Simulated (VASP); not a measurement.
The system is NbRu2N3.

```
Nb Ru N
1.0
     4.29241    0.00000    0.00000
     0.00000    4.29241    0.00000
     0.00000    0.00000    4.00585
Nb Ru N
1 2 3
Cartesian
  2.1462 2.1462 2.0029
  0.0000 0.0000 0.0000
  2.1462 2.1462 0.0000
  0.0000 2.1462 0.0000
  2.1462 0.0000 0.0000
  0.0000 0.0000 2.0029
```

* Program: VASP 6.6.1
* Task: relaxation of cell and atoms
* Functional: PBE
* Potentials or basis: VASP PAW PBE potentials, release 64 (Nb_sv, Ru_pv, N)
* Cutoff: 600 eV
* k mesh: 4 × 4 × 4
* Occupations: gaussian, width 0.1 eV
* Spin: collinear spin, ferromagnetic start
* Starting moments: [0.0, 1.0, 1.0, 0.0, 0.0, 0.0] μB

At the start: pressure 18.6 GPa; volume 12.30 Å³/atom.

Task: Where does the relaxation end?

Result: Over 8 steps the energy falls by 706.4 meV/atom and the volume is 12.89 Å³/atom (+4.7 %); space group P4/mmm (No. 123, to 0.05 Å); moment 0.00 μB per cell.

The path:
```
step  energy change (eV)  largest force (eV/Å)  pressure (GPa)  volume (Å³)
   1              0.0000                0.0000           18.57        73.81
   2             -3.4947                0.0000          -21.10        87.25
   3             -3.4573                0.0000          -19.02        84.54
   4             -2.2181                0.0000           49.69        69.03
   5             -4.2334                0.0000           -2.16        78.06
   6             -4.2369                0.0000           -0.99        77.75
   7             -4.2371                0.0000           -0.49        77.61
   8             -4.2385                0.0000            0.00        77.31
```

Final structure:
```
Nb Ru N
1.0
     3.92990    0.00000    0.00000
     0.00000    3.92990    0.00000
     0.00000    0.00000    5.00588
Nb Ru N
1 2 3
Direct
  0.50000 0.50000 0.50000
  0.00000 0.00000 0.00000
  0.50000 0.50000 0.00000
  0.00000 0.50000 0.00000
  0.50000 0.00000 0.00000
  0.00000 0.00000 0.50000
```

Caveat: the k points lie up to 0.40 Å⁻¹ apart in the final cell.
